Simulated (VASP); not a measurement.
## Si (a cell with a defect): single point with PBE

Si (a cell with a defect):

```
CELL_PARAMETERS angstrom
0.00000 5.43000 5.43000
5.43000 0.00000 5.43000
5.43000 5.43000 0.00000
ATOMIC_POSITIONS crystal
Si 0.19294 0.94776 0.88808
Si 0.11006 0.19240 0.06419
Si 0.01590 0.00717 0.45736
Si 0.08627 0.22194 0.51629
Si 0.95298 0.56543 0.98777
Si 0.11095 0.65714 0.08848
Si 0.02017 0.57767 0.46762
Si 0.15203 0.64696 0.62573
Si 0.48268 0.00511 0.01430
Si 0.63070 0.09125 0.12048
Si 0.45928 0.06068 0.48263
Si 0.62562 0.09184 0.64376
Si 0.51163 0.49406 0.96017
Si 0.58315 0.59978 0.14077
Si 0.51991 0.50157 0.51796
Si 0.64058 0.69924 0.55645
Si 0.91486 0.28195 0.85738
```

- Program: VASP 6.6.1
- Task: single point
- Functional: PBE
- Potentials or basis: VASP PAW PBE potentials, release 64 (Si)
- Cutoff: 520 eV
- k mesh: 2 × 2 × 2
- Occupations: fermi-dirac, width 0.02 eV
- Spin: no spin polarisation

| Quantity | Value |
| --- | --- |
| Pressure | 3.0 GPa |
| Largest force | 3.337 eV/Å |
| Band gap on the k mesh | zero (bands 34 and 35 overlap by 0.23 eV) |

Forces on the atoms (eV/Å):
```
Si  -0.271 -0.469  1.710
Si   0.200  1.688 -0.385
Si   0.236 -1.802 -0.708
Si   0.379  1.366  0.849
Si  -0.522 -0.559 -0.971
Si   0.368  2.047 -0.479
Si  -0.760 -1.467 -0.744
Si   0.235  0.178  0.189
Si  -1.884 -1.475 -1.928
Si   1.220  1.323  2.811
Si   0.257 -0.043 -0.427
Si   0.454 -0.228  1.850
Si  -0.466 -0.913 -0.362
Si   1.445  0.156  1.379
Si  -1.549  0.004 -0.447
Si   0.283  1.218 -0.862
Si   0.377 -1.022 -1.475
```

Stress tensor (GPa, compression positive):
```
2.83 1.41 2.93
1.41 3.00 2.95
2.93 2.95 3.21
```

Levels at points of the mesh, in eV from the Fermi level:
| k point | band 30 | band 31 | band 32 | band 33 | band 34 | band 35 | band 36 | band 37 | band 38 | band 39 |
| --- | --- | --- | --- | --- | --- | --- | --- | --- | --- | --- |
| (0.00, 0.00, 0.00) | -1.16 | -0.99 | -0.92 | -0.48 | -0.33 | -0.04 | 0.05 | 0.27 | 0.54 | 0.60 |
| (0.50, 0.00, 0.00) | -1.47 | -1.22 | -0.99 | -0.60 | -0.40 | 0.08 | 0.18 | 0.61 | 0.98 | 1.18 |
| (0.00, 0.50, 0.00) | -1.44 | -1.12 | -0.98 | -0.71 | -0.32 | 0.34 | 0.50 | 0.84 | 0.95 | 1.13 |
| (0.00, 0.00, 0.50) | -1.36 | -1.29 | -1.05 | -0.57 | -0.20 | 0.07 | 0.46 | 0.61 | 1.19 | 1.36 |
| (0.50, 0.50, 0.50) | -1.10 | -1.04 | -0.92 | -0.40 | -0.21 | 0.44 | 0.53 | 0.90 | 1.03 | 1.28 |
| (0.50, 0.50, 0.00) | -1.69 | -1.47 | -1.26 | -0.89 | 0.20 | 0.46 | 0.66 | 1.34 | 1.36 | 1.85 |
| (0.00, 0.50, 0.50) | -1.57 | -1.32 | -0.96 | -0.45 | -0.34 | 0.38 | 0.97 | 1.18 | 1.45 | 1.66 |
| (0.50, 0.00, 0.50) | -1.48 | -1.40 | -1.03 | -0.57 | -0.23 | 0.50 | 0.67 | 1.16 | 1.43 | 1.78 |

It took 87 s on 1 thread of Intel(R) Xeon(R) 6975P-C (Granite Rapids), on a shared host, peak memory 0.46 GiB.

Caveat: the k points lie up to 0.50 Å⁻¹ apart.
